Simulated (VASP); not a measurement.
# GeS (Pnma) in VASP: single point with r2SCAN

Aim: the single point of GeS with r2SCAN.

Program: VASP 6.6.1. These are calculated values, not measurements. Logs are shortened: lines on timing, memory, paths and dates and some standing lists are left out, and cuts for length are marked.

### 1 The cell of the first run

It takes space group Pnma (No. 62, orthorhombic). Conventional cell: a = 10.836 Å, b = 3.591 Å, c = 4.543 Å, α = 90.00°, β = 90.00°, γ = 90.00°. Within 3.2 Å of Ge (site symmetry m) lie 3 S at 2.42 to 2.44 Å. Within 3.2 Å of S (site symmetry m) lie 3 Ge at 2.42 to 2.44 Å.

### 2 Single point, r2SCAN

Input file POSCAR:

```
GeS
1.0
   10.8359762010      0.0000000000      0.0000000000
    0.0000000000      3.5910393247      0.0000000000
    0.0000000000      0.0000000000      4.5429169891
Ge S
4 4
Direct
    0.1283390929      0.2500000000      0.1354320980
    0.3716609071      0.7500000000      0.6354320980
    0.6283390929      0.2500000000      0.3645679020
    0.8716609071      0.7500000000      0.8645679020
    0.8446756987      0.2500000000      0.5130678383
    0.6553243013      0.7500000000      0.0130678383
    0.3446756987      0.2500000000      0.9869321617
    0.1553243013      0.7500000000      0.4869321617
```

Input file INCAR.step1:

```
SYSTEM = GeS
  ALGO = Normal
  EDIFF = 1E-5
  ENCUT = 550
  GGA = PE
  GGA_COMPAT = .FALSE.
  ISMEAR = 0
  LASPH = .TRUE.
  LCHARG = .FALSE.
  LREAL = .FALSE.
  LWAVE = .TRUE.
  NBANDS = 50
  NELM = 120
  PREC = Accurate
  SIGMA = 0.02
```

Input file INCAR.step2:

```
SYSTEM = GeS
  ALGO = Normal
  EDIFF = 1E-6
  ENCUT = 550
  GGA_COMPAT = .FALSE.
  ISIF = 2
  ISMEAR = 0
  ISTART = 1
  LASPH = .TRUE.
  LCHARG = .FALSE.
  LMIXTAU = .TRUE.
  LREAL = .FALSE.
  LWAVE = .FALSE.
  METAGGA = R2SCAN
  NBANDS = 50
  NELM = 120
  PREC = Accurate
  SIGMA = 0.02
```

Input file KPOINTS:

```
k-points
0
G
  4 8 6
  0 0 0
```

Potentials or basis: VASP PAW PBE potentials, release 64 (Ge_d, S).

The run is started by

```
> cat potpaw_PBE.64/Ge_d/POTCAR potpaw_PBE.64/S/POTCAR > POTCAR
> cp INCAR.step1 INCAR
> mpirun -np 1 vasp_std > vasp.out
> cp INCAR.step2 INCAR
> mpirun -np 1 vasp_std > vasp.out
```

OUTCAR:

```text
SYSTEM = GeS
   EDIFF = 1E-6
   ENCUT = 550
   ISIF = 2
   ISMEAR = 0
   ISTART = 1
   LASPH = .TRUE.
   LREAL = .FALSE.
   METAGGA = R2SCAN
   NELM = 120
   PREC = Accurate

 ion  position               nearest neighbor table
   1  0.128  0.250  0.135-   8 2.42   8 2.42   7 2.44
   2  0.372  0.750  0.635-   7 2.42   7 2.42   8 2.44
   3  0.628  0.250  0.365-   6 2.42   6 2.42   5 2.44
   4  0.872  0.750  0.865-   5 2.42   5 2.42   6 2.44
   5  0.845  0.250  0.513-   4 2.42   4 2.42   3 2.44
   6  0.655  0.750  0.013-   3 2.42   3 2.42   4 2.44
   7  0.345  0.250  0.987-   2 2.42   2 2.42   1 2.44
   8  0.155  0.750  0.487-   1 2.42   1 2.42   2 2.44

  LATTYP: Found a simple orthorhombic cell.
 ALAT       =     3.5910393247
 B/A-ratio  =     1.2650702424
 C/A-ratio  =     3.0175041878

  Lattice vectors:

 A1 = (   0.0000000000,   3.5910393247,   0.0000000000)
 A2 = (   0.0000000000,   0.0000000000,   4.5429169891)
 A3 = (  10.8359762010,   0.0000000000,   0.0000000000)

Analysis of symmetry for initial positions (statically):
=====================================================================
 Subroutine PRICEL returns:
 Original cell was already a primitive cell.

 Routine SETGRP: Setting up the symmetry group for a
 simple orthorhombic supercell.

 Subroutine GETGRP returns: Found  8 space group operations
 (whereof  2 operations were pure point group operations)
 out of a pool of  8 trial point group operations.

The static configuration has the point symmetry S_2 .
 The point group associated with its full space group is D_2h.

Analysis of symmetry for dynamics (positions and initial velocities):
=====================================================================
 Subroutine PRICEL returns:
 Original cell was already a primitive cell.

 Routine SETGRP: Setting up the symmetry group for a
 simple orthorhombic supercell.

 Subroutine GETGRP returns: Found  8 space group operations
 (whereof  2 operations were pure point group operations)
 out of a pool of  8 trial point group operations.

The dynamic configuration has the point symmetry S_2 .
 The point group associated with its full space group is D_2h.

 Subroutine INISYM returns: Found  8 space group operations
 (whereof  2 operations are pure point group operations),
 and found     1 'primitive' translations

[... 106 lines left out ...]
   EDIFF  = 0.1E-05   stopping-criterion for ELM
   LREAL  =      F    real-space projection
   EDIFFG = 0.1E-04   stopping-criterion for IOM
   NSW    =      0    number of steps for IOM
   IBRION =     -1    ionic relax: 0-MD 1-quasi-New 2-CG
   NFREE  =      0    steps in history (QN), initial steepest desc. (CG)
   ISIF   =      2    stress and relaxation
   ISYM   =      2    0-nonsym 1-usesym 2-fastsym
   POTIM  = 0.5000    time-step for ionic-motion
   TEBEG  =    0.0;   TEEND  =   0.0 temperature during run
   PSTRESS=    0.0 pullay stress
   NELECT =      80.0000    total number of electrons
   NUPDOWN=      -1.0000    fix difference up-down
   EMIN   =  10.00;   EMAX   =-10.00  energy-range for DOS
   EFERMI =   0.00;   METHOD = LEGACY
   ISMEAR =     0;   SIGMA  =   0.02  broadening in eV -4-tet -1-fermi 0-gaus
   EFERMI_NEDOS =   21; number of points for ismear=-14 and -15
   IALGO  =     38    algorithm
   IMIX   =      4    mixing-type and parameters
     AMIX     =   0.40;   BMIX     =  1.00
     AMIX_MAG =   1.60;   BMIX_MAG =  1.00
  volume/ion in A,a.u.               =      22.10       149.12
  Fermi-wavevector in a.u.,A,eV,Ry     =   1.256890  2.375177 21.494098  1.579772
  Thomas-Fermi vector in A             =   2.390576
   LORBIT       =      0    0 simple, 1 ext, 2 COOP (PROOUT), +10 PAW based schemes
   METAGGA = R2SCAN    functional components
   LHFCALC =     F    Hartree Fock is set to
   AEXX    =    0.0000 exact exchange contribution
   IVDW    =     0    specifies the selected vdW correction
   LEPSILON=     F    determine dielectric tensor
   LRPA    =     F    only Hartree local field effects (RPA)
 non-spin polarized calculation
 Gauss-broadening in eV      SIGMA  =   0.02
  energy-cutoff  :      550.00
  volume of cell :      176.78
 maximum number of plane-waves:      5208
 NGX is ok and might be reduce to    84
   NGX = 41   NGY = 13   NGZ = 17

 number of electron      79.9999993 magnetization

 Free energy of the ion-electron system (eV)
  ---------------------------------------------------
  ext. energy  EPLUGINS =         0.00000000
  ---------------------------------------------------
  free energy    TOTEN  =       -89.59936777 eV

  energy without entropy =      -89.59936777  energy(sigma->0) =      -89.59936777

 E-fermi :   4.3635     XC(G=0): -10.3455

 val. band max:        4.2418148549   @ k =   0.0000   0.0000   0.0000
 cond. band min:       5.5958056298   @ k =   0.0000   0.0000   0.0000
 fundamental gap:      1.3539907749
 Fermi energy:         4.3634543303

 k-point     1 :       0.0000    0.0000    0.0000
  band No.  band energies     occupation
      1     -20.9783      2.00000
      2     -20.9760      2.00000
      3     -20.9687      2.00000
      4     -20.9670      2.00000
      5     -20.9635      2.00000
      6     -20.9628      2.00000
[... 1261 lines left out ...]
     49       9.3218      0.00000
     50       9.3218      0.00000

 [... further k-points ...]
[... 5 lines left out ...]
  --------------------------------------------------------------------------------------
  -------------------------------------------------------------------------------------
  Total       -0.0109120     -0.0421936      0.0390490      0.0000000     -0.0000000      0.0000000
  in kB       -0.0988990     -0.3824143      0.3539138      0.0000000     -0.0000000      0.0000000
  external PRESSURE =      -0.0424665 kB  Pullay stress =       0.0000000 kB

 VOLUME and BASIS-vectors are now :
 -----------------------------------------------------------------------------
  energy-cutoff  :      550.00
  volume of cell :      176.78
      direct lattice vectors                 reciprocal lattice vectors
    10.835976201  0.000000000  0.000000000     0.092285179  0.000000000  0.000000000
     0.000000000  3.591039325  0.000000000     0.000000000  0.278470913  0.000000000
     0.000000000  0.000000000  4.542916989     0.000000000  0.000000000  0.220122886

 POSITION                                       TOTAL-FORCE (eV/Angst)
 -----------------------------------------------------------------------------------
      1.39068      0.89776      0.61526        -0.002200      0.000000     -0.000053
      4.02731      2.69328      2.88672         0.002200     -0.000000     -0.000053
      6.80867      0.89776      1.65620        -0.002200      0.000000      0.000053
      9.44530      2.69328      3.92766         0.002200     -0.000000      0.000053
      9.15289      0.89776      2.33082        -0.003321     -0.000000     -0.003227
      7.10108      2.69328      0.05937         0.003321     -0.000000     -0.003227
      3.73490      0.89776      4.48355        -0.003321      0.000000      0.003227
      1.68309      2.69328      2.21209         0.003321      0.000000      0.003227
 -----------------------------------------------------------------------------------
    total drift:                                0.000000     -0.000000      0.000000

  FREE ENERGIE OF THE ION-ELECTRON SYSTEM (eV)
  ---------------------------------------------------
  free  energy   TOTEN  =       -89.5993677748 eV

  energy  without entropy=      -89.5993677748  energy(sigma->0) =      -89.59936777
```

OSZICAR.step1:

```text
N       E                     dE             d eps       ncg     rms          rms(c)
DAV:   1     0.954484974479E+03    0.95448E+03   -0.37301E+04  7676   0.361E+03
DAV:   2     0.159367194198E+03   -0.79512E+03   -0.75930E+03  6000   0.989E+02
DAV:   3    -0.205981210864E+02   -0.17997E+03   -0.17109E+03  6862   0.236E+02
DAV:   4    -0.368345180821E+02   -0.16236E+02   -0.15938E+02  7350   0.769E+01
DAV:   5    -0.373940646691E+02   -0.55955E+00   -0.55696E+00  7056   0.146E+01    0.133E+01
DAV:   6    -0.366273807856E+02    0.76668E+00   -0.15453E+00  8720   0.660E+00    0.870E+00
DAV:   7    -0.366253016966E+02    0.20791E-02   -0.68436E-01  7770   0.291E+00    0.189E+00
DAV:   8    -0.366139101320E+02    0.11392E-01   -0.80833E-02  8254   0.195E+00    0.452E-01
DAV:   9    -0.366144961185E+02   -0.58599E-03   -0.11432E-02  7084   0.650E-01    0.178E-01
DAV:  10    -0.366146168567E+02   -0.12074E-03   -0.10318E-03  7972   0.161E-01    0.810E-02
DAV:  11    -0.366146973817E+02   -0.80525E-04   -0.11576E-04  6970   0.730E-02    0.288E-02
DAV:  12    -0.366146970125E+02    0.36916E-06   -0.25030E-05  5564   0.242E-02
   1 F= -.36614697E+02 E0= -.36614697E+02  d E =-.118375E-30
```

It took 16 min on 1 thread of Intel Xeon Platinum 8488C (Sapphire Rapids), shared host; peak memory 0.58 GiB.

Results:

* Free energy: -89.5994 eV
* Pressure: 0.0 GPa
* Largest force: 0.005 eV/Å
* Band gap on the k mesh: 1.35 eV

Forces on the atoms (eV/Å):
```
Ge  -0.002  0.000  0.000
Ge   0.002  0.000  0.000
Ge  -0.002  0.000  0.000
Ge   0.002  0.000  0.000
S   -0.003  0.000 -0.003
S    0.003  0.000 -0.003
S   -0.003  0.000  0.003
S    0.003  0.000  0.003
```

Caveat: the PAW data sets were made with another functional, which shifts forces and pressure a little. A k mesh can miss the band edges.
